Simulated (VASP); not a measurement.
# TiCo: single point with PBE

Crystal: TiCo.

```
Ti Co
1.0
     2.95543    0.00000    0.00000
     0.00000    2.95543    0.00000
     0.00000    0.00000    2.95543
Ti Co
1 1
Cartesian
  0.0000 0.0000 0.0000
  1.4777 1.4777 1.4777
```

This cell differs from its parent crystal: volume scaled by 0.97.

```json
{
  "Program": "VASP 6.6.1",
  "Task": "single point",
  "Functional": "PBE",
  "Potentials or basis": "VASP PAW PBE potentials, release 64 (Ti_sv, Co)",
  "Cutoff": "520 eV",
  "k mesh": "14 × 14 × 14",
  "Occupations": "gaussian, width 0.1 eV",
  "Spin": "collinear spin, ferromagnetic start",
  "Starting moments": "[0.0, 1.09] μB"
}
```

```json
{"Pressure": "4.6 GPa", "Net moment": "0.82 μB per cell", "Site moments": "Ti -0.01; Co +0.88 μB", "Valence electrons inside the program's atomic spheres": "Ti 10.33; Co 8.34"}
```

Levels at points of the mesh, in eV from the Fermi level:
Spin up:
| k point | band 9 | band 10 | band 11 | band 12 | band 13 | band 14 |
| --- | --- | --- | --- | --- | --- | --- |
| (0.00, 0.00, 0.00) | -1.91 | -1.91 | 0.51 | 0.51 | 2.77 | 2.77 |
| (0.50, 0.00, 0.00) | -2.02 | -1.53 | -0.77 | -0.54 | 0.66 | 0.66 |
| (0.50, 0.50, 0.00) | -1.48 | -0.75 | 0.67 | 0.67 | 1.14 | 2.54 |
| (0.50, 0.50, 0.50) | -2.18 | -2.18 | -1.45 | -1.45 | 3.30 | 3.30 |
Spin down:
| k point | band 8 | band 9 | band 10 | band 11 | band 12 | band 13 |
| --- | --- | --- | --- | --- | --- | --- |
| (0.00, 0.00, 0.00) | -1.40 | -1.40 | -1.40 | 1.04 | 1.04 | 2.87 |
| (0.50, 0.00, 0.00) | -1.47 | -1.47 | -0.95 | -0.86 | 0.58 | 0.69 |
| (0.50, 0.50, 0.00) | -2.40 | -0.06 | 0.27 | 0.65 | 0.65 | 1.30 |
| (0.50, 0.50, 0.50) | -2.17 | -2.17 | -2.17 | -0.03 | -0.03 | 3.26 |

Wall time 47 s on 1 thread of Intel(R) Xeon(R) 6975P-C (Granite Rapids), with other jobs on the host, peak memory 0.23 GiB.
